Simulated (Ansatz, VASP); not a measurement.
## BAuCl: VASP beside Ansatz

```
Au Cl B
1.0
     3.66834    0.00000    0.00000
    -1.83417    3.17688    0.00000
     0.00000    0.00000    4.78952
Au Cl B
1 1 1
Direct
  0.66667 0.33333 0.50000
  0.00000 0.00000 0.00000
  0.33333 0.66667 0.50000
```

Alike in both runs: functional PBE; k mesh 5 × 5 × 5; no spin polarisation.

Ansatz relaxed the structure, and its values are those at the end. VASP's run is a single point on that final structure, the one shown.

```csv
,VASP,Ansatz
version,VASP 6.6.1,Ansatz 0.2.0
potentials or method,"VASP PAW PBE potentials, release 64 (Au, Cl, B), cutoff 520 eV",PAW plane waves
occupations,"fermi-dirac, width 0.1 eV",fermi-dirac
valence electrons in the cell,21,29
```

Ansatz gave:

- gap on the k mesh at the Fermi level (eV): none
- pressure (GPa): 0.0

Problem. What did VASP give for the same quantities?

Solution. gap on the k mesh at the Fermi level (eV): none; pressure (GPa): -0.1.

A gap of «none» marks a metal or a gap that the smearing closes. VASP's potentials hold 21 valence electrons a cell and Ansatz's 29, so a difference there can come from the potentials and not from the codes. Ansatz's warnings: structure snapped to symmetry.

The k mesh is coarse, so the values compare programs but aren't converged. Neither program's run includes spin-orbit coupling.
